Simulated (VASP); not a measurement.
# Hf3S5 (F-43m) in VASP: further runs

The runs below take Hf3S5 through relaxation of cell and atoms, with PBE.

All numbers are computed with VASP 6.6.1; they aren't measurements. Logs are shortened: lines on timing, memory, paths and dates and some standing lists are left out, and cuts for length are marked.

### 1 The cell of the first run

The structure is cubic, space group F-43m (No. 216). Conventional cell: a = 9.137 Å, b = 9.137 Å, c = 9.137 Å, α = 90.00°, β = 90.00°, γ = 90.00°. Within 5.0 Å of Hf (site symmetry -43m) lie 18 S at 3.80 to 4.57 Å and 8 Hf at 3.96 Å. Hf (site symmetry -43m) has 4 S at 2.05 Å within 2.7 Å. Hf (site symmetry -43m) has 16 S at 3.78 to 3.96 Å and 10 Hf at 3.96 to 4.57 Å within 5.0 Å. S (site symmetry 3m) has 1 S at 1.91 Å and 1 Hf at 2.05 Å within 2.5 Å. S (site symmetry -43m) has 4 S at 1.91 Å within 2.5 Å.

The cell was generated, and may not be a known phase.

### 2 Relaxation of cell and atoms, PBE

Contents of INCAR:

```
  PREC = Accurate
  ENCUT = 600
  EDIFF = 1E-6
  ISMEAR = 0
  SIGMA = 0.2
  LREAL = False
  LASPH = True
  NELM = 100
  ALGO = Normal
  ISIF = 3
  LWAVE = False
  LCHARG = False
  GGA = PE
  IBRION = 2
  NSW = 36
  EDIFFG = -0.08
```

Contents of KPOINTS:

```
Automatic mesh
0
Gamma
  3 3 3
```

Contents of POSCAR:

```
Hf3S5
1.0
    0.0000000000      4.5683517300      4.5683517300
    4.5683517300      0.0000000000      4.5683517300
    4.5683517300      4.5683517300      0.0000000000
Hf S
3 5
Direct
    0.5000000000      0.5000000000      0.5000000000
    0.2500000000      0.2500000000      0.2500000000
    0.7500000000      0.7500000000      0.7500000000
    0.1205628000      0.1205628000      0.1205628000
    0.1205628000      0.1205628000      0.6383116100
    0.1205628000      0.6383116100      0.1205628000
    0.6383116100      0.1205628000      0.1205628000
    0.0000000000      0.0000000000      0.0000000000
```

Potentials or basis: VASP PAW PBE potentials, release 64 (Hf_pv, S).

Run with:

```bash
$ cat potpaw_PBE.64/Hf_pv/POTCAR potpaw_PBE.64/S/POTCAR > POTCAR
$ mpirun -np 1 vasp_std > vasp.out
```

OUTCAR:

```text
PREC = Accurate
   ENCUT = 600
   EDIFF = 1E-6
   ISMEAR = 0
   LREAL = False
   LASPH = True
   NELM = 100
   ISIF = 3
   GGA = PE
   IBRION = 2
   NSW = 36
   EDIFFG = -0.08

 ion  position               nearest neighbor table
   1  0.500  0.500  0.500-
   2  0.250  0.250  0.250-   4 2.05   5 2.05   6 2.05   7 2.05
   3  0.750  0.750  0.750-
   4  0.121  0.121  0.121-   8 1.91   2 2.05
   5  0.121  0.121  0.638-   8 1.91   2 2.05
   6  0.121  0.638  0.121-   8 1.91   2 2.05
   7  0.638  0.121  0.121-   8 1.91   2 2.05
   8  0.000  0.000  0.000-   5 1.91   6 1.91   7 1.91   4 1.91

  LATTYP: Found a face centered cubic cell.
 ALAT       =     9.1367034600

  Lattice vectors:

 A1 = (   0.0000000000,   4.5683517300,   4.5683517300)
 A2 = (   4.5683517300,   0.0000000000,   4.5683517300)
 A3 = (   4.5683517300,   4.5683517300,   0.0000000000)

Analysis of symmetry for initial positions (statically):
=====================================================================
 Subroutine PRICEL returns:
 Original cell was already a primitive cell.

 Routine SETGRP: Setting up the symmetry group for a
 face centered cubic supercell.

 Subroutine GETGRP returns: Found 24 space group operations
 (whereof 24 operations were pure point group operations)
 out of a pool of 48 trial point group operations.

The static configuration has the point symmetry T_d .

Analysis of symmetry for dynamics (positions and initial velocities):
=====================================================================
 Subroutine PRICEL returns:
 Original cell was already a primitive cell.

 Routine SETGRP: Setting up the symmetry group for a
 face centered cubic supercell.

 Subroutine GETGRP returns: Found 24 space group operations
 (whereof 24 operations were pure point group operations)
 out of a pool of 48 trial point group operations.

The dynamic configuration has the point symmetry T_d .

 Subroutine INISYM returns: Found 24 space group operations
 (whereof 24 operations are pure point group operations),
 and found     1 'primitive' translations

----------------------------------------------------------------------------------------

                                     Primitive cell

  volume of cell :     190.6815

  direct lattice vectors                    reciprocal lattice vectors
     0.000000000  4.568351730  4.568351730    -0.109448665  0.109448665  0.109448665
     4.568351730  0.000000000  4.568351730     0.109448665 -0.109448665  0.109448665
     4.568351730  4.568351730  0.000000000     0.109448665  0.109448665 -0.109448665

  length of vectors
     6.460624974  6.460624974  6.460624974     0.189570649  0.189570649  0.189570649

  position of ions in fractional coordinates (direct lattice)
     0.500000000  0.500000000  0.500000000
     0.250000000  0.250000000  0.250000000
     0.750000000  0.750000000  0.750000000
     0.120562800  0.120562800  0.120562800
     0.120562800  0.120562800  0.638311610
     0.120562800  0.638311610  0.120562800
     0.638311610  0.120562800  0.120562800
     0.000000000  0.000000000  0.000000000

  ion indices of the primitive-cell ions
   primitive index   ion index
                 1           1
                 2           2
                 3           3
                 4           4
                 5           5
                 6           6
                 7           7
                 8           8

----------------------------------------------------------------------------------------

 KPOINTS: Automatic mesh

Automatic generation of k-mesh.
 Grid dimensions read from file:
 generate k-points for:    3    3    3

 Generating k-lattice:

  Cartesian coordinates                     Fractional coordinates (reciprocal lattice)
    -0.036482888  0.036482888  0.036482888     0.333333333  0.000000000  0.000000000
     0.036482888 -0.036482888  0.036482888     0.000000000  0.333333333  0.000000000
     0.036482888  0.036482888 -0.036482888     0.000000000  0.000000000  0.333333333

  Length of vectors
     0.063190216  0.063190216  0.063190216

  Shift w.r.t. Gamma in fractional coordinates (k-lattice)
     0.000000000  0.000000000  0.000000000

 Subroutine IBZKPT returns following result:
 ===========================================

 Found      4 irreducible k-points:

 Following reciprocal coordinates:
            Coordinates               Weight
  0.000000  0.000000  0.000000      1.000000
  0.333333  0.000000  0.000000      8.000000
  0.333333  0.333333  0.000000      6.000000
 -0.333333  0.333333  0.000000     12.000000
   k-points           NKPTS =      4   k-points in BZ     NKDIM =      4   number of bands    NBANDS=     36
   number of dos      NEDOS =    301   number of ions     NIONS =      8
   total plane-waves  NPLWV = 157464
   dimension x,y,z NGX =    54 NGY =   54 NGZ =   54
   dimension x,y,z NGXF=   108 NGYF=  108 NGZF=  108
   ions per type =               3   5
   NGX,Y,Z   is equivalent  to a cutoff of  13.90, 13.90, 13.90 a.u.
   NGXF,Y,Z  is equivalent  to a cutoff of  27.79, 27.79, 27.79 a.u.
 SYSTEM =  unknown system
   PREC   = accura    normal or accurate (medium, high low for compatibility)
   ISTART =      0    job   : 0-new  1-cont  2-samecut
   ICHARG =      2    charge: 1-file 2-atom 10-const
   ISPIN  =      1    spin polarized calculation?
   LNONCOLLINEAR =      F non collinear calculations
   LSORBIT =      F    spin-orbit coupling
   LASPH  =      T    aspherical Exc in radial PAW
   ENCUT  =  600.0 eV  44.10 Ry    6.64 a.u.  12.90 12.90 12.90*2*pi/ulx,y,z
   NELM   =    100;   NELMIN=  2; NELMDL= -5     # of ELM steps
   EDIFF  = 0.1E-05   stopping-criterion for ELM
   LREAL  =      F    real-space projection
   EDIFFG = -.8E-01   stopping-criterion for IOM
   NSW    =     36    number of steps for IOM
   IBRION =      2    ionic relax: 0-MD 1-quasi-New 2-CG
   NFREE  =      1    steps in history (QN), initial steepest desc. (CG)
   ISIF   =      3    stress and relaxation
   ISYM   =      2    0-nonsym 1-usesym 2-fastsym
   POTIM  = 0.5000    time-step for ionic-motion
   TEBEG  =    0.0;   TEEND  =   0.0 temperature during run
   PSTRESS=    0.0 pullay stress
   NELECT =      60.0000    total number of electrons
   NUPDOWN=      -1.0000    fix difference up-down
   EMIN   =  10.00;   EMAX   =-10.00  energy-range for DOS
   EFERMI =   0.00;   METHOD = LEGACY
   ISMEAR =     0;   SIGMA  =   0.20  broadening in eV -4-tet -1-fermi 0-gaus
   EFERMI_NEDOS =   21; number of points for ismear=-14 and -15
   IALGO  =     38    algorithm
   IMIX   =      4    mixing-type and parameters
     AMIX     =   0.40;   BMIX     =  1.00
     AMIX_MAG =   1.60;   BMIX_MAG =  1.00
  volume/ion in A,a.u.               =      23.84       160.85
  Fermi-wavevector in a.u.,A,eV,Ry     =   1.113497  2.104204 16.869531  1.239876
  Thomas-Fermi vector in A             =   2.250082
   LORBIT       =      0    0 simple, 1 ext, 2 COOP (PROOUT), +10 PAW based schemes
   GGA     = PE    functional components
   LHFCALC =     F    Hartree Fock is set to
   AEXX    =    0.0000 exact exchange contribution
   IVDW    =     0    specifies the selected vdW correction
   LEPSILON=     F    determine dielectric tensor
   LRPA    =     F    only Hartree local field effects (RPA)
 conjugate gradient relaxation of ions
 non-spin polarized calculation
 Gauss-broadening in eV      SIGMA  =   0.20
  energy-cutoff  :      600.00
  volume of cell :      190.68
 maximum number of plane-waves:      6393
 NGX is ok and might be reduce to    54
   NGX = 25   NGY = 25   NGZ = 25

--------------------------------------- Ionic step        1  -------------------------------------------

 number of electron      60.0000002 magnetization

 Free energy of the ion-electron system (eV)
  ---------------------------------------------------
  ext. energy  EPLUGINS =         0.00000000
  ---------------------------------------------------
  free energy    TOTEN  =       -34.83231741 eV

  energy without entropy =      -34.60727623  energy(sigma->0) =      -34.71979682

------------------------ aborting loop because EDIFF is reached ----------------------------------------

  FORCE on cell =-STRESS in cart. coord.  units (eV):
  Direction    XX          YY          ZZ          XY          YZ          ZX
  --------------------------------------------------------------------------------------
  -------------------------------------------------------------------------------------
  Total       27.3356477     27.3356477     27.3356477      0.0000000      0.0000000     -0.0000000
  in kB      229.6843231    229.6843231    229.6843231      0.0000000      0.0000000     -0.0000000
  external PRESSURE =     229.6843231 kB  Pullay stress =       0.0000000 kB
[... 237 lines left out ...]
  energy  without entropy=      -39.5299639524  energy(sigma->0) =      -39.69068896

--------------------------------------- Ionic step        7  -------------------------------------------

 number of electron      60.0000000 magnetization

 Free energy of the ion-electron system (eV)
  ---------------------------------------------------
  ext. energy  EPLUGINS =         0.00000000
  ---------------------------------------------------
  free energy    TOTEN  =       -39.85345355 eV

  energy without entropy =      -39.53037857  energy(sigma->0) =      -39.69191606

 E-fermi :   1.8194     XC(G=0):  -7.9337

 val. band max:        1.8008833063   @ k =   0.3333   0.0000   0.0000
 cond. band min:       1.8730373857   @ k =   0.0000   0.0000   0.0000
 fundamental gap:      0.0721540794
 Fermi energy:         1.8193845556

 k-point     1 :       0.0000    0.0000    0.0000
  band No.  band energies     occupation
      1     -31.4548      2.00000
      2     -31.4548      2.00000
      3     -31.4548      2.00000
      4     -31.3595      2.00000
      5     -31.3595      2.00000
      6     -31.3595      2.00000
[... 28 lines left out ...]
     35       2.3319      0.00029
     36       2.3319      0.00029

 k-point     2 :       0.3333    0.0000    0.0000
  band No.  band energies     occupation
      1     -31.4548      2.00000
      2     -31.4548      2.00000
      3     -31.4548      2.00000
      4     -31.3595      2.00000
      5     -31.3595      2.00000
      6     -31.3595      2.00000
[... 28 lines left out ...]
     35       2.3101      0.00052
     36       2.3101      0.00052

 k-point     3 :       0.3333    0.3333    0.0000
  band No.  band energies     occupation
      1     -31.4548      2.00000
      2     -31.4548      2.00000
      3     -31.4548      2.00000
      4     -31.3596      2.00000
      5     -31.3595      2.00000
      6     -31.3595      2.00000
[... 28 lines left out ...]
     35       2.2833      0.00104
     36       2.2939      0.00079

 k-point     4 :      -0.3333    0.3333    0.0000
  band No.  band energies     occupation
      1     -31.4548      2.00000
      2     -31.4548      2.00000
      3     -31.4548      2.00000
      4     -31.3596      2.00000
      5     -31.3595      2.00000
      6     -31.3595      2.00000
[... 63 lines left out ...]
  FREE ENERGIE OF THE ION-ELECTRON SYSTEM (eV)
  ---------------------------------------------------
  free  energy   TOTEN  =       -39.8534535515 eV

  energy  without entropy=      -39.5303785706  energy(sigma->0) =      -39.69191606

 reached required accuracy - stopping structural energy minimisation
```

It took 4.5 min on 1 thread of Intel Xeon 6975P-C (Granite Rapids), shared host; peak memory 0.43 GiB.

What came out:

| Item | Value |
| --- | --- |
| Free energy | -39.8535 eV |
| Relaxed volume | 35.49 Å³/atom |
| Relaxed cell | a = 7.378 Å, b = 7.378 Å, c = 7.378 Å, α = 60.00°, β = 60.00°, γ = 60.00° |
| Space group after relaxing (to 0.1 Å) | F-43m (No. 216) |
| Energy gained by relaxing | 627.6 meV/atom |
| Ionic steps | 7 |
| Pressure after relaxing | 0.1 GPa |
| Largest force after relaxing | 0.037 eV/Å |
| Band gap on the k mesh | zero (bands 30 and 31 overlap by 0.02 eV) |

Forces on the atoms (eV/Å):
```
Hf   0.000  0.000  0.000
Hf   0.000  0.000  0.000
Hf   0.000  0.000  0.000
S    0.021  0.021  0.021
S   -0.021 -0.021  0.021
S   -0.021  0.021 -0.021
S    0.021 -0.021 -0.021
S    0.000  0.000  0.000
```

Step by step:
| step | energy change (eV) | largest force (eV/Å) | pressure (GPa) | volume (Å³) |
| --- | --- | --- | --- | --- |
| 1 | 0.0000 | 3.7831 | 22.97 | 190.68 |
| 2 | -2.8015 | 4.0895 | -1.71 | 301.38 |
| 3 | -3.8088 | 3.2277 | 3.51 | 249.06 |
| 4 | -4.9822 | 0.6096 | -0.70 | 288.69 |
| 5 | -4.9858 | 0.5097 | -0.85 | 290.96 |
| 6 | -5.0191 | 0.0856 | 0.28 | 282.31 |
| 7 | -5.0211 | 0.0366 | 0.05 | 283.94 |

Final structure:
```yaml
crystal:
  lattice:
    - [0.00000, 5.21671, 5.21671]
    - [5.21671, 0.00000, 5.21671]
    - [5.21671, 5.21671, 0.00000]
  atoms:
    - { symbol: Hf, position: [0.50000, 0.50000, 0.50000] }
    - { symbol: Hf, position: [0.25000, 0.25000, 0.25000] }
    - { symbol: Hf, position: [0.75000, 0.75000, 0.75000] }
    - { symbol: S, position: [0.12146, 0.12146, 0.12146] }
    - { symbol: S, position: [0.12146, 0.12146, 0.63561] }
    - { symbol: S, position: [0.12146, 0.63561, 0.12146] }
    - { symbol: S, position: [0.63561, 0.12146, 0.12146] }
    - { symbol: S, position: [0.00000, 0.00000, 0.00000] }
```

Levels at points of the mesh, in eV from the Fermi level:
| k point | band 28 | band 29 | band 30 | band 31 | band 32 | band 33 | band 34 | band 35 |
| --- | --- | --- | --- | --- | --- | --- | --- | --- |
| (0.00, 0.00, 0.00) | -0.12 | -0.12 | -0.12 | 0.05 | 0.40 | 0.40 | 0.51 | 0.51 |

Caveat: the k points lie up to 0.35 Å⁻¹ apart in the final cell; the volume moved by over 15 % at a fixed basis, so the end points are rough; spin-orbit coupling is left out, which moves the levels of the heavy elements; the relaxation stopped at a loose force limit of 0.08 eV/Å, so its end isn't a converged minimum.

### 3 Relaxation of cell and atoms, PBE

This run uses another cell than the first one, of 24.99 Å³/atom.

Contents of INCAR:

```
SYSTEM = Hf3S5
PREC     = Accurate       ! precision mode
ENCUT    = 600            ! plane-wave cutoff, eV
EDIFF    = 1E-6           ! SCF threshold, eV
ISMEAR   = 0              ! smearing method
SIGMA    = 0.2            ! smearing width, eV
LREAL    = .FALSE.        ! projectors in reciprocal space
LASPH    = .TRUE.         ! aspherical terms in the spheres
NELM     = 100            ! most SCF steps
ALGO     = Normal         ! electronic algorithm
ISIF     = 3              ! what is computed and relaxed
LWAVE    = .FALSE.        ! write WAVECAR
LCHARG   = .FALSE.        ! write CHGCAR
GGA      = PE             ! functional
IBRION   = 2              ! ionic algorithm
NSW      = 36             ! ionic steps
EDIFFG   = -0.08          ! ionic threshold
```

Contents of KPOINTS:

```
Automatic mesh
0
G
  3 3 3
  0 0 0
```

Contents of POSCAR:

```
Hf3S5
1.0
    0.0000000000      4.6409048500      4.6409048500
    4.6409048500      0.0000000000      4.6409048500
    4.6409048500      4.6409048500      0.0000000000
Hf S
3 5
Direct
    0.5000000000      0.5000000000      0.5000000000
    0.2500000000      0.2500000000      0.2500000000
    0.0000000000      0.0000000000      0.0000000000
    0.6304767300      0.6304767300      0.6304767300
    0.6304767300      0.6304767300      0.1085698200
    0.6304767300      0.1085698200      0.6304767300
    0.1085698200      0.6304767300      0.6304767300
    0.7500000000      0.7500000000      0.7500000000
```

Potentials or basis: VASP PAW PBE potentials, release 64 (Hf_pv, S).

Run with:

```bash
$ cat potpaw_PBE.64/Hf_pv/POTCAR potpaw_PBE.64/S/POTCAR > POTCAR
$ mpirun -np 1 vasp_std > vasp.out
```

It took 4.1 min on 1 thread of Intel Xeon 6975P-C (Granite Rapids), shared host; peak memory 0.42 GiB.

It converged, with:

| Item | Value |
| --- | --- |
| Free energy | -39.8559 eV |
| Relaxed volume | 35.42 Å³/atom |
| Relaxed cell | a = 7.373 Å, b = 7.373 Å, c = 7.373 Å, α = 60.00°, β = 60.00°, γ = 60.00° |
| Space group after relaxing (to 0.1 Å) | F-43m (No. 216) |
| Energy gained by relaxing | 456.9 meV/atom |
| Ionic steps | 6 |
| Pressure after relaxing | 0.2 GPa |
| Largest force after relaxing | 0.069 eV/Å |
| Band gap on the k mesh | zero (bands 30 and 31 overlap by 0.01 eV) |

Forces on the atoms (eV/Å):
```
Hf   0.000  0.000  0.000
Hf   0.000  0.000  0.000
Hf   0.000  0.000  0.000
S    0.040  0.040  0.040
S   -0.040 -0.040  0.040
S   -0.040  0.040 -0.040
S    0.040 -0.040 -0.040
S    0.000  0.000  0.000
```

Step by step:
| step | energy change (eV) | largest force (eV/Å) | pressure (GPa) | volume (Å³) |
| --- | --- | --- | --- | --- |
| 1 | 0.0000 | 2.1799 | 17.86 | 199.91 |
| 2 | -2.5777 | 3.1097 | -1.55 | 291.84 |
| 3 | -2.9300 | 2.5722 | 2.03 | 259.92 |
| 4 | -3.6400 | 0.3967 | -0.48 | 287.48 |
| 5 | -3.6430 | 0.2768 | -0.59 | 289.41 |
| 6 | -3.6555 | 0.0689 | 0.17 | 283.38 |

Final structure:
```
Hf S
1.0
     0.00000    5.21332    5.21332
     5.21332    0.00000    5.21332
     5.21332    5.21332    0.00000
Hf S
3 5
Cartesian
  5.2133 5.2133 5.2133
  2.6067 2.6067 2.6067
  0.0000 5.2133 5.2133
  6.5513 6.5513 6.5513
  3.8754 3.8754 6.5513
  3.8754 6.5513 3.8754
  6.5513 3.8754 3.8754
  7.8200 7.8200 7.8200
```

Levels at points of the mesh, in eV from the Fermi level:
```tsv
k point	band 27	band 28	band 29	band 30	band 31	band 32	band 33	band 34	band 35	band 36
(0.00, 0.00, 0.00)	-1.62	-0.12	-0.12	-0.12	0.06	0.40	0.40	0.52	0.52	0.52
```

Caveat: the k points lie up to 0.35 Å⁻¹ apart in the final cell; the volume moved by over 15 % at a fixed basis, so the end points are rough; spin-orbit coupling is left out, which moves the levels of the heavy elements; the relaxation stopped at a loose force limit of 0.08 eV/Å, so its end isn't a converged minimum.

The gap in the log of VASP goes by the Fermi energy; the results here count the filled bands.